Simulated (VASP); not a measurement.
Wanted: the native input for a VASP 6.6.1 run.

| Item | Value |
| --- | --- |
| Task | relaxation of cell and atoms |
| Functional | PBE |
| Potentials or basis | VASP PAW PBE potentials, release 64 (Ga_d, Cl) |
| Cutoff | 600 eV |
| k mesh | 6 × 6 × 6 |
| Occupations | gaussian, width 0.1 eV |
| Spin | no spin polarisation |
| Dipole correction | no |
| Further INCAR settings | ALGO = Normal; EDIFF = 1e-06; IBRION = 2; EDIFFG = -0.04; NSW = 90; ISIF = 3 |

The structure of Ga2Cl lies in POSCAR:

```
Ga2Cl
1.0
    0.0000000000      3.1030917648      3.1030917648
    3.1030917648      0.0000000000      3.1030917648
    3.1030917648      3.1030917648      0.0000000000
Ga Cl
2 1
Direct
    0.2500000000      0.2500000000      0.2500000000
    0.7500000000      0.7500000000      0.7500000000
    0.0000000000      0.0000000000      0.0000000000
```

The input as run:

INCAR

```
SYSTEM = Ga2Cl
  ALGO = Normal
  EDIFF = 1E-6
  EDIFFG = -0.04
  ENCUT = 600
  GGA = PE
  IBRION = 2
  ISIF = 3
  ISMEAR = 0
  LASPH = .TRUE.
  LCHARG = .FALSE.
  LREAL = .FALSE.
  LWAVE = .FALSE.
  NELM = 60
  NSW = 90
  PREC = Accurate
  SIGMA = 0.1
```

KPOINTS

```
k-points
0
G
  6 6 6
  0 0 0
```

Potentials or basis: VASP PAW PBE potentials, release 64 (Ga_d, Cl).

Command:

```sh
$ cat potpaw_PBE.64/Ga_d/POTCAR potpaw_PBE.64/Cl/POTCAR > POTCAR
$ mpirun -np 1 vasp_std > vasp.out
```

It gave:

| Item | Value |
| --- | --- |
| Relaxed volume | 29.55 Å³/atom |
| Relaxed cell | a = 5.005 Å, b = 5.005 Å, c = 5.005 Å, α = 60.00°, β = 60.00°, γ = 60.00° |
| Space group after relaxing (to 0.1 Å) | Fm-3m (No. 225) |
| Energy gained by relaxing | 375.7 meV/atom |
| Ionic steps | 5 |
| Pressure after relaxing | -0.1 GPa |
| Band gap on the k mesh | zero (an odd number of electrons rules out a gap without spin polarisation) |

Caveat: the volume moved by over 15 % at a fixed basis, so the end points are rough; an odd number of electrons without spin polarisation forces a metal; a magnetic or distorted state may lie lower.

Run time: 52 s on 1 thread of Intel(R) Xeon(R) 6975P-C (Granite Rapids) (shared host), peak memory 0.22 GiB.
